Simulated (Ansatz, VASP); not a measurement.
# One calculation of MoS2, two programs

```
Mo S
1.0
     3.14073    0.00000    0.00000
    -1.57036    2.71995    0.00000
     0.00000    0.00000   28.01391
Mo S
3 6
Direct
  0.66667 0.33333 0.00000
  0.33333 0.66667 0.75411
  0.33333 0.66667 0.22447
  0.33333 0.66667 0.05566
  0.66667 0.33333 0.83120
  0.66667 0.33333 0.28008
  0.33333 0.66667 0.94434
  0.66667 0.33333 0.71992
  0.66667 0.33333 0.16880
```

Alike in both runs: task single point; functional PBEsol; k mesh 12 × 12 × 1; occupations gaussian, width 0.05 eV; no spin polarisation.

|  | VASP | Ansatz |
| --- | --- | --- |
| version | VASP 6.6.1 | Ansatz 0.2.0 |
| potentials or method | VASP PAW PBE potentials, release 64 (Mo_sv, S), cutoff 520 eV | scalar-relativistic, plane waves, PAW |
| valence electrons in the cell | 78 | 78 |

Ansatz gave:

| Quantity | Value |
| --- | --- |
| gap on the k mesh at the Fermi level (eV) | none |
| rms of the force components (eV/Å) | 2.745 |

Question: Estimate VASP's values.

Answer: gap on the k mesh at the Fermi level (eV): none; rms of the force components (eV/Å): 2.750.

VASP's potentials were made for PBE, not for PBEsol. Atom by atom the forces differ by 0.006 eV/Å (rms over components). A gap of «none» marks a metal or a gap that the smearing closes.
